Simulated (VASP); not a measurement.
Here is a VASP 6.6.1 calculation.

File INCAR:

```
PREC = Accurate
ENCUT = 520
EDIFF = 1E-6
ISMEAR = 1
SIGMA = 0.2
LREAL = False
LASPH = True
NELM = 100
ALGO = Normal
ISIF = 2
LWAVE = False
LCHARG = False
GGA = PE
NBANDS = 32
```

File KPOINTS:

```
Automatic mesh
0
Gamma
  6 6 6
  0.5 0.5 0.5
```

POSCAR

```
NbCd3
1.0
    4.2150000000      0.0000000000      0.0000000000
    0.0000000000      4.2150000000      0.0000000000
    0.0000000000      0.0000000000      4.2150000000
Nb Cd
1 3
Direct
    0.0000000000      0.0000000000      0.0000000000
    0.0000000000      0.5000000000      0.5000000000
    0.5000000000      0.0000000000      0.5000000000
    0.5000000000      0.5000000000      0.0000000000
```

Potentials or basis: VASP PAW PBE potentials, release 64 (Nb_sv, Cd).

Launch:

```sh
$ cat potpaw_PBE.64/Nb_sv/POTCAR potpaw_PBE.64/Cd/POTCAR > POTCAR
$ mpirun -np 1 vasp_std > vasp.out
```

Q: Predict the pressure.

A: 7.7 GPa.
